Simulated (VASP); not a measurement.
# Ti (I4/mmm) in VASP: notebook

Runs on Ti. Level: PBEsol. Tasks: single point.

All numbers are computed with VASP 6.6.1; they aren't measurements. Logs are shortened: lines on timing, memory, paths and dates and some standing lists are left out, and cuts for length are marked.

### Step 1. The cell of the first run

Symmetry: I4/mmm, No. 139, tetragonal system. The conventional cell has a = 3.282 Å, b = 3.282 Å, c = 3.315 Å, α = 90.00°, β = 90.00°, γ = 90.00°. Ti (site symmetry 4/mmm) has 14 Ti at 2.85 to 3.31 Å within 3.8 Å.

This isn't the form of Ti at room conditions, which is hcp.

### Step 2. Single point, PBEsol (strain +0.0100 x Voigt [1, 0, 0, 0, 0, 0])

Input file INCAR:

```
PREC = Accurate
ENCUT = 520
EDIFF = 1E-6
ISMEAR = 0
SIGMA = 0.15
LREAL = F
LASPH = T
NELM = 80
ALGO = Normal
ISIF = 2
LWAVE = F
LCHARG = F
GGA = PS
NBANDS = 12
```

Input file KPOINTS:

```
Automatic mesh
0
Gamma
  20 20 20
```

Input file POSCAR:

```
Ti
1.0
   -1.6574100000      1.6410000000      1.6410000000
    1.6574100000     -1.6410000000      1.6410000000
    1.6574100000      1.6410000000     -1.6410000000
Ti
1
Direct
    0.0000000000      0.0000000000      0.0000000000
```

Potentials or basis: VASP PAW PBE potentials, release 64 (Ti_sv).

Started as:

```sh
$ cat potpaw_PBE.64/Ti_sv/POTCAR > POTCAR
$ mpirun -np 1 vasp_std > vasp.out
```

OUTCAR:

```text
PREC = Accurate
   ENCUT = 520
   EDIFF = 1E-6
   ISMEAR = 0
   LREAL = F
   LASPH = T
   NELM = 80
   ISIF = 2
   GGA = PS

 ion  position               nearest neighbor table
   1  0.000  0.000  0.000-

  LATTYP: Found a body centered tetragonal cell.
 ALAT       =     3.2820000000
 C/A-ratio  =     1.0100000000

  Lattice vectors:

 A1 = (  -1.6574100000,   1.6410000000,  -1.6410000000)
 A2 = (  -1.6574100000,  -1.6410000000,   1.6410000000)
 A3 = (   1.6574100000,   1.6410000000,   1.6410000000)

Analysis of symmetry for initial positions (statically):
=====================================================================
 Subroutine PRICEL returns:
 Original cell was already a primitive cell.

 Routine SETGRP: Setting up the symmetry group for a
 body centered tetragonal supercell.

 Subroutine GETGRP returns: Found 16 space group operations
 (whereof 16 operations were pure point group operations)
 out of a pool of 16 trial point group operations.

The static configuration has the point symmetry D_4h.

Analysis of symmetry for dynamics (positions and initial velocities):
=====================================================================
 Subroutine PRICEL returns:
 Original cell was already a primitive cell.

 Routine SETGRP: Setting up the symmetry group for a
 body centered tetragonal supercell.

 Subroutine GETGRP returns: Found 16 space group operations
 (whereof 16 operations were pure point group operations)
 out of a pool of 16 trial point group operations.

The dynamic configuration has the point symmetry D_4h.

 Subroutine INISYM returns: Found 16 space group operations
 (whereof 16 operations are pure point group operations),
 and found     1 'primitive' translations

----------------------------------------------------------------------------------------

                                     Primitive cell

  volume of cell :      17.8528

  direct lattice vectors                    reciprocal lattice vectors
    -1.657410000  1.641000000  1.641000000     0.000000000  0.304692261  0.304692261
     1.657410000 -1.641000000  1.641000000     0.301675506  0.000000000  0.304692261
     1.657410000  1.641000000 -1.641000000     0.301675506  0.304692261  0.000000000

  length of vectors
     2.851801169  2.851801169  2.851801169     0.430899928  0.428772066  0.428772066

  position of ions in fractional coordinates (direct lattice)
[... 83 lines left out ...]
   ISIF   =      2    stress and relaxation
   ISYM   =      2    0-nonsym 1-usesym 2-fastsym
   POTIM  = 0.5000    time-step for ionic-motion
   TEBEG  =    0.0;   TEEND  =   0.0 temperature during run
   PSTRESS=    0.0 pullay stress
   NELECT =      12.0000    total number of electrons
   NUPDOWN=      -1.0000    fix difference up-down
   EMIN   =  10.00;   EMAX   =-10.00  energy-range for DOS
   EFERMI =   0.00;   METHOD = LEGACY
   ISMEAR =     0;   SIGMA  =   0.15  broadening in eV -4-tet -1-fermi 0-gaus
   EFERMI_NEDOS =   21; number of points for ismear=-14 and -15
   IALGO  =     38    algorithm
   IMIX   =      4    mixing-type and parameters
     AMIX     =   0.40;   BMIX     =  1.00
     AMIX_MAG =   1.60;   BMIX_MAG =  1.00
  volume/ion in A,a.u.               =      17.85       120.48
  Fermi-wavevector in a.u.,A,eV,Ry     =   1.434056  2.709974 27.980620  2.056518
  Thomas-Fermi vector in A             =   2.553507
   LORBIT       =      0    0 simple, 1 ext, 2 COOP (PROOUT), +10 PAW based schemes
   GGA     = PS    functional components
   LHFCALC =     F    Hartree Fock is set to
   AEXX    =    0.0000 exact exchange contribution
   IVDW    =     0    specifies the selected vdW correction
   LEPSILON=     F    determine dielectric tensor
   LRPA    =     F    only Hartree local field effects (RPA)
 non-spin polarized calculation
 Gauss-broadening in eV      SIGMA  =   0.15
  energy-cutoff  :      520.00
  volume of cell :       17.85
 maximum number of plane-waves:       490
 NGX is ok and might be reduce to    24
   NGX = 11   NGY = 11   NGZ = 11

 number of electron      12.0000002 magnetization

 Free energy of the ion-electron system (eV)
  ---------------------------------------------------
  ext. energy  EPLUGINS =         0.00000000
  ---------------------------------------------------
  free energy    TOTEN  =        -8.21401880 eV

  energy without entropy =       -8.18657042  energy(sigma->0) =       -8.20029461

 E-fermi :   7.6758     XC(G=0): -11.5013

 val. band max:        7.6756969295   @ k =  -0.2000   0.3500   0.0000
 cond. band min:       7.6762912333   @ k =   0.0500   0.2500   0.0500
 fundamental gap:      0.0005943038
 Fermi energy:         7.6757797088

 k-point     1 :       0.0000    0.0000    0.0000
  band No.  band energies     occupation
      1     -48.6766      2.00000
      2     -24.6580      2.00000
      3     -24.6580      2.00000
      4     -24.6572      2.00000
      5       1.7841      2.00000
      6       8.6125      0.00000
      7       8.6125      0.00000
      8       8.6800      0.00000
      9      10.3069      0.00000
     10      10.3857      0.00000
     11      24.7869      0.00000
     12      24.9596      0.00000
[... 331 lines left out ...]
 k-point    24 :       0.1000    0.1000    0.0000
  band No.  band energies     occupation
      1     -48.6446      2.00000
      2     -24.8294      2.00000
      3     -24.6984      2.00000
      4     -24.6735      2.00000
      5       2.7447      2.00000
      6       8.2726      0.00000
      7       8.3582      0.00000
      8       9.3581      0.00000
      9       9.9989      0.00000
     10      10.4237      0.00000
     11      23.3513      0.00000
     12      24.0584      0.00000

 [... further k-points ...]

------------------------ aborting loop because EDIFF is reached ----------------------------------------

  FORCE on cell =-STRESS in cart. coord.  units (eV):
  Direction    XX          YY          ZZ          XY          YZ          ZX
  --------------------------------------------------------------------------------------
  -------------------------------------------------------------------------------------
  Total       -0.8384702     -0.8664713     -0.8664713     -0.0000000      0.0000000      0.0000000
  in kB      -75.2473351    -77.7602534    -77.7602534     -0.0000000      0.0000000      0.0000000
  external PRESSURE =     -76.9226140 kB  Pullay stress =       0.0000000 kB

 VOLUME and BASIS-vectors are now :
 -----------------------------------------------------------------------------
  energy-cutoff  :      520.00
  volume of cell :       17.85
      direct lattice vectors                 reciprocal lattice vectors
    -1.657410000  1.641000000  1.641000000     0.000000000  0.304692261  0.304692261
     1.657410000 -1.641000000  1.641000000     0.301675506  0.000000000  0.304692261
     1.657410000  1.641000000 -1.641000000     0.301675506  0.304692261  0.000000000

 POSITION                                       TOTAL-FORCE (eV/Angst)
 -----------------------------------------------------------------------------------
      0.00000      0.00000      0.00000        -0.000000     -0.000000     -0.000000
 -----------------------------------------------------------------------------------
    total drift:                                0.000000      0.000000     -0.000000

  FREE ENERGIE OF THE ION-ELECTRON SYSTEM (eV)
  ---------------------------------------------------
  free  energy   TOTEN  =        -8.2140187989 eV

  energy  without entropy=       -8.1865704177  energy(sigma->0) =       -8.20029461
```

OSZICAR:

```text
N       E                     dE             d eps       ncg     rms          rms(c)
DAV:   1     0.862025375599E+02    0.86203E+02   -0.65313E+03 15420   0.120E+03
DAV:   2    -0.515719809100E+01   -0.91360E+02   -0.89024E+02 15632   0.297E+02
DAV:   3    -0.935862170613E+01   -0.42014E+01   -0.41521E+01 21520   0.647E+01
DAV:   4    -0.944843327138E+01   -0.89812E-01   -0.89703E-01 17180   0.821E+00
DAV:   5    -0.945071664699E+01   -0.22834E-02   -0.22833E-02 18240   0.114E+00    0.847E+00
DAV:   6    -0.821143705185E+01    0.12393E+01   -0.30399E+00 16664   0.240E+01    0.198E+00
DAV:   7    -0.820635577747E+01    0.50813E-02   -0.74017E-02 18088   0.270E+00    0.123E+00
DAV:   8    -0.821359696797E+01   -0.72412E-02   -0.34891E-02 16156   0.222E+00    0.106E-01
DAV:   9    -0.821398595119E+01   -0.38898E-03   -0.20090E-03 18536   0.449E-01    0.700E-02
DAV:  10    -0.821402960333E+01   -0.43652E-04   -0.28712E-04 16252   0.179E-01    0.177E-02
DAV:  11    -0.821401882683E+01    0.10777E-04   -0.34148E-05 17188   0.873E-02    0.967E-03
DAV:  12    -0.821401879890E+01    0.27928E-07   -0.23206E-06 17468   0.168E-02
   1 F= -.82140188E+01 E0= -.82002946E+01  d E =-.274484E-01
```

It took 34 s on 1 thread of Intel Xeon 6975P-C (Granite Rapids), shared host; peak memory 0.25 GiB.

What came out:

```yaml
Free_energy: -8.2140 eV
Pressure: -7.7 GPa
Band_gap_on_the_k_mesh: zero (bands 6 and 7 overlap by 1.57 eV)
```

Levels at points of the mesh, in eV from the Fermi level:
```
           k point  band 4  band 5  band 6  band 7  band 8  band 9
(0.00, 0.00, 0.00)  -32.33   -5.89    0.94    0.94    1.00    2.63
(0.50, 0.00, 0.00)  -32.34   -2.39   -0.43    1.12    2.70    3.01
(0.00, 0.50, 0.00)  -32.34   -2.39   -0.35    1.05    2.62    2.98
(0.50, 0.50, 0.50)  -32.76   -2.02   -2.00    3.79    3.81    3.81
```

Caveat: the cell differs from its parent crystal (strain +0.0100 x Voigt [1, 0, 0, 0, 0, 0]); the cell stands under tension; the PAW data sets were made with another functional, which shifts forces and pressure a little.

### Step 3. Single point, PBEsol (strain +0.0150 x Voigt [1, 0, 0, 0, 0, 0])

Changes to INCAR since step 2:

```diff
@@ -7,3 +7,3 @@
 LASPH = T
-NELM = 80
+NELM = 100
 ALGO = Normal
```

KPOINTS is that of step 2.

Input file POSCAR:

```
Ti
1.0
   -1.6656150000      1.6410000000      1.6410000000
    1.6656150000     -1.6410000000      1.6410000000
    1.6656150000      1.6410000000     -1.6410000000
Ti
1
Direct
    0.0000000000      0.0000000000      0.0000000000
```

Potentials or basis: VASP PAW PBE potentials, release 64 (Ti_sv).

Started as:

```sh
$ cat potpaw_PBE.64/Ti_sv/POTCAR > POTCAR
$ mpirun -np 1 vasp_std > vasp.out
```

Wall time 34 s (1 thread of Intel Xeon 6975P-C (Granite Rapids), shared host); peak memory 0.25 GiB.

It converged, with:

- Free energy: -8.2098 eV
- Pressure: -8.1 GPa
- Band gap on the k mesh: zero (bands 6 and 7 overlap by 1.55 eV)

Stress tensor (GPa, compression positive):
```
-7.86  0.00  0.00
 0.00 -8.23  0.00
 0.00  0.00 -8.23
```

Levels at points of the mesh, in eV from the Fermi level:
```csv
k point,band 3,band 4,band 5,band 6,band 7,band 8,band 9,band 10
"(0.00, 0.00, 0.00)",-32.35,-32.35,-5.88,0.92,0.92,1.02,2.60,2.71
"(0.50, 0.00, 0.00)",-32.55,-32.36,-2.38,-0.45,1.12,2.71,3.01,4.12
"(0.00, 0.50, 0.00)",-32.54,-32.35,-2.38,-0.33,1.03,2.59,2.97,4.11
"(0.50, 0.50, 0.50)",-32.77,-32.77,-2.02,-1.98,3.76,3.79,3.79,7.82
```

Caveat: the cell differs from its parent crystal (strain +0.0150 x Voigt [1, 0, 0, 0, 0, 0]); the cell stands under tension; the PAW data sets were made with another functional, which shifts forces and pressure a little.

### Step 4. Single point, PBEsol (strain +0.0200 x Voigt [1, 0, 0, 0, 0, 0])

Input file INCAR:

```
SYSTEM = Ti
PREC     = Accurate       ! precision mode
ENCUT    = 520            ! plane-wave cutoff, eV
EDIFF    = 1E-7           ! SCF threshold, eV
ISMEAR   = 0              ! smearing method
SIGMA    = 0.15           ! smearing width, eV
LREAL    = .False.        ! projectors in reciprocal space
LASPH    = .True.         ! aspherical terms in the spheres
NELM     = 60             ! most SCF steps
ALGO     = Normal         ! electronic algorithm
ISIF     = 2              ! what is computed and relaxed
LWAVE    = .False.        ! write WAVECAR
LCHARG   = .False.        ! write CHGCAR
GGA      = PS             ! functional
NBANDS   = 12             ! bands
```

Input file KPOINTS:

```
regular mesh
0
Gamma
  20 20 20
  0 0 0
```

Input file POSCAR:

```
Ti
1.0
   -1.6738200000      1.6410000000      1.6410000000
    1.6738200000     -1.6410000000      1.6410000000
    1.6738200000      1.6410000000     -1.6410000000
Ti
1
Direct
    0.0000000000      0.0000000000      0.0000000000
```

Started as:

```sh
$ cat potpaw_PBE.64/Ti_sv/POTCAR > POTCAR
$ mpirun -np 1 vasp_std > vasp.out
```

Run time: 40 s. Hardware: 1 thread of Intel Xeon 6975P-C (Granite Rapids), shared host; peak memory 0.25 GiB.

It converged, with:

| Quantity | Value |
| --- | --- |
| Free energy | -8.2054 eV |
| Pressure | -8.5 GPa |
| Band gap on the k mesh | zero (bands 6 and 7 overlap by 1.54 eV) |

Stress tensor (GPa, compression positive):
```
-8.18  0.00  0.00
 0.00 -8.67  0.00
 0.00  0.00 -8.67
```

Levels at points of the mesh, in eV from the Fermi level:
| k point | band 2 | band 3 | band 4 | band 5 | band 6 | band 7 | band 8 | band 9 | band 10 | band 11 |
| --- | --- | --- | --- | --- | --- | --- | --- | --- | --- | --- |
| (0.00, 0.00, 0.00) | -32.37 | -32.37 | -32.36 | -5.87 | 0.91 | 0.91 | 1.04 | 2.56 | 2.71 | 16.93 |
| (0.50, 0.00, 0.00) | -32.97 | -32.56 | -32.38 | -2.37 | -0.48 | 1.13 | 2.72 | 3.00 | 4.10 | 8.47 |
| (0.00, 0.50, 0.00) | -32.97 | -32.55 | -32.37 | -2.37 | -0.31 | 1.00 | 2.55 | 2.95 | 4.08 | 8.32 |
| (0.50, 0.50, 0.50) | -32.80 | -32.78 | -32.78 | -2.01 | -1.96 | 3.73 | 3.77 | 3.77 | 7.69 | 8.24 |

Caveat: the cell differs from its parent crystal (strain +0.0200 x Voigt [1, 0, 0, 0, 0, 0]); the cell stands under tension; the PAW data sets were made with another functional, which shifts forces and pressure a little.

### Step 5. Single point, PBEsol (strain +0.0175 x Voigt [1, 0, 0, 0, 0, 0])

Input file INCAR:

```
PREC     = Accurate       # precision mode
ENCUT    = 520            # plane-wave cutoff, eV
EDIFF    = 1E-6           # SCF threshold, eV
ISMEAR   = 0              # smearing method
SIGMA    = 0.15           # smearing width, eV
LREAL    = False          # projectors in reciprocal space
LASPH    = True           # aspherical terms in the spheres
NELM     = 60             # most SCF steps
ALGO     = Fast           # electronic algorithm
ISIF     = 2              # what is computed and relaxed
LWAVE    = False          # write WAVECAR
LCHARG   = True           # write CHGCAR
GGA      = PS             # functional
LELF     = True           # ELF
LVHAR    = True         
NBANDS   = 12             # bands
```

Input file KPOINTS:

```
regular mesh
0
Gamma
  20 20 20
```

Input file POSCAR:

```
Ti
1.0
   -1.6697175000      1.6410000000      1.6410000000
    1.6697175000     -1.6410000000      1.6410000000
    1.6697175000      1.6410000000     -1.6410000000
Ti
1
Direct
    0.0000000000      0.0000000000      0.0000000000
```

Started as:

```sh
$ cat potpaw_PBE.64/Ti_sv/POTCAR > POTCAR
$ mpirun -np 1 vasp_std > vasp.out
```

Run time: 68 s. Hardware: 1 thread of Intel Xeon 6975P-C (Granite Rapids), shared host; peak memory 0.25 GiB.

It converged, with:

```
Free energy            : -8.2076 eV
Pressure               : -8.4 GPa
Band gap on the k mesh : zero (bands 6 and 7 overlap by 1.55 eV)
```

Stress tensor (GPa, compression positive):
```
-8.07  0.00  0.00
 0.00 -8.49  0.00
 0.00  0.00 -8.49
```

Levels at points of the mesh, in eV from the Fermi level:
| k point | band 3 | band 4 | band 5 | band 6 | band 7 | band 8 | band 9 | band 10 |
| --- | --- | --- | --- | --- | --- | --- | --- | --- |
| (0.00, 0.00, 0.00) | -32.36 | -32.36 | -5.88 | 0.91 | 0.91 | 1.03 | 2.58 | 2.71 |
| (0.50, 0.00, 0.00) | -32.56 | -32.37 | -2.38 | -0.46 | 1.13 | 2.71 | 3.00 | 4.11 |
| (0.00, 0.50, 0.00) | -32.55 | -32.36 | -2.38 | -0.32 | 1.01 | 2.57 | 2.96 | 4.09 |
| (0.50, 0.50, 0.50) | -32.77 | -32.77 | -2.01 | -1.97 | 3.75 | 3.78 | 3.78 | 7.76 |

Caveat: the cell differs from its parent crystal (strain +0.0175 x Voigt [1, 0, 0, 0, 0, 0]); the cell stands under tension; the PAW data sets were made with another functional, which shifts forces and pressure a little.

### Step 6. Summary

```csv
cell,gap on the mesh (eV),pressure (GPa)
"a = 2.852 Å, angles 108.9, 109.7, 109.7°, 1 atom",none,-7.7
"a = 2.857 Å, angles 108.7, 109.9, 109.9°, 1 atom",none,-8.1
"a = 2.861 Å, angles 108.4, 110.0, 110.0°, 1 atom",none,-8.5
"a = 2.859 Å, angles 108.5, 109.9, 109.9°, 1 atom",none,-8.4
```

Alike in all rows: task single point; level PBEsol; potentials or basis VASP PAW PBE potentials, release 64 (Ti_sv); no spin polarisation; k mesh 20 × 20 × 20; cutoff (eV) 520; smearing gaussian 0.15 eV.

Caveats: the cell stands under tension; the PAW data sets were made with another functional, which shifts forces and pressure a little.

Total energies depend on the potentials used, so only differences within one code and one set of settings carry meaning.
